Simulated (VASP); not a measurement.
Here is a VASP 6.6.1 calculation.

INCAR

```
  PREC = Accurate
  ENCUT = 520
  EDIFF = 1E-6
  ISMEAR = -1
  SIGMA = 0.05
  LREAL = False
  LASPH = True
  NELM = 60
  ALGO = Normal
  ISIF = 2
  LWAVE = False
  LCHARG = False
  GGA = PE
  NBANDS = 17
```

Contents of KPOINTS:

```
Automatic mesh
0
Gamma
  14 14 8
```

File POSCAR:

```
Hf
1.0
    3.2044159556      0.0000000000      0.0000000000
   -1.6022079778      2.7751056218      0.0000000000
    0.0000000000      0.0000000000      5.0650057041
Hf
2
Direct
    0.3333333333      0.6666666667      0.2500000000
    0.6666666667      0.3333333333      0.7500000000
```

Potentials or basis: VASP PAW PBE potentials, release 64 (Hf_pv).

Command:

```console
$ cat potpaw_PBE.64/Hf_pv/POTCAR > POTCAR
$ mpirun -np 1 vasp_std > vasp.out
```

Predict the pressure.

-0.4 GPa.

Predict the band gap on the k mesh.

zero (bands 10 and 11 overlap by 1.55 eV).

Stress tensor (GPa, compression positive):
```
-0.36  0.00  0.00
 0.00 -0.36  0.00
 0.00  0.00 -0.50
```

Caveat: spin-orbit coupling is left out, which moves the levels of the heavy elements.
